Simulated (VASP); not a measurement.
Wanted: the native input for a VASP 6.6.1 run.

| Property | Result |
| --- | --- |
| Task | relaxation of cell and atoms |
| Functional | r2SCAN |
| Potentials or basis | VASP PAW PBE potentials, release 64 (W_sv) |
| Cutoff | 600 eV |
| k mesh | 9 × 9 × 2 |
| Occupations | gaussian, width 0.1 eV |
| Spin | no spin polarisation |
| Dipole correction | no |
| Further INCAR settings | ALGO = Normal; EDIFF = 1e-06; IBRION = 2; EDIFFG = -0.04; NSW = 90; ISIF = 3 |

W:

```
W
1.0
     2.75298    0.00000    0.00000
    -1.37649    2.38415    0.00000
     0.00000    0.00000   10.18489
W
4
Cartesian
  0.0000 1.5894 3.8764
  1.3765 0.7947 8.9689
  1.3765 0.7947 6.3085
  0.0000 1.5894 1.2160
```

One way to write it, as run:

POSCAR

```
W
1.0
    2.7529773953      0.0000000000      0.0000000000
   -1.3764886976      2.3841483603      0.0000000000
    0.0000000000      0.0000000000     10.1848890996
W
4
Direct
    0.3333333333      0.6666666667      0.3806039118
    0.6666666667      0.3333333333      0.8806039118
    0.6666666667      0.3333333333      0.6193960882
    0.3333333333      0.6666666667      0.1193960882
```

INCAR.step1

```
SYSTEM = W
ALGO = Normal ; EDIFF = 1E-4
ENCUT = 600 ; GGA = PE
ISMEAR = 0 ; LASPH = .True.
LCHARG = .False. ; LREAL = .False.
LWAVE = .True. ; NELM = 100
PREC = Accurate ; SIGMA = 0.1
```

INCAR.step2

```
SYSTEM = W
ALGO = Normal ; EDIFF = 1E-6
EDIFFG = -0.04 ; ENCUT = 600
IBRION = 2 ; ISIF = 3
ISMEAR = 0 ; ISTART = 1
LASPH = .True. ; LCHARG = .False.
LMIXTAU = .True. ; LREAL = .False.
LWAVE = .False. ; METAGGA = R2SCAN
NELM = 100 ; NSW = 90
PREC = Accurate ; SIGMA = 0.1
```

KPOINTS

```
k-points
0
Gamma
  9 9 2
  0 0 0
```

Potentials or basis: VASP PAW PBE potentials, release 64 (W_sv).

Command:

```sh
$ cat potpaw_PBE.64/W_sv/POTCAR > POTCAR
$ cp INCAR.step1 INCAR
$ mpirun -np 1 vasp_std > vasp.out
$ cp INCAR.step2 INCAR
$ mpirun -np 1 vasp_std > vasp.out
```

It gave:

```
Relaxed volume                         : 16.87 Å³/atom
Relaxed cell                           : a = 2.750 Å, b = 2.750 Å, c = 10.303 Å, α = 90.00°, β = 90.00°, γ = 120.00°
Space group after relaxing (to 0.05 Å) : P6_3/mmc (No. 194)
Energy gained by relaxing              : 3.0 meV/atom
Ionic steps                            : 5
Pressure after relaxing                : 0.0 GPa
Largest force after relaxing           : 0.005 eV/Å
Band gap on the k mesh                 : zero (band 28 reaches 11.27 eV, above the bottom of band 29 at 9.61 eV)
```

Caveat: the PAW data sets were made with another functional, which shifts forces and pressure a little; spin-orbit coupling is left out, which moves the levels of the heavy elements.

It took 12 min on 1 thread of Intel(R) Xeon(R) Platinum 8259CL CPU @ 2.50GHz (Skylake/Cascade Lake), with other jobs on the host, peak memory 0.25 GiB.
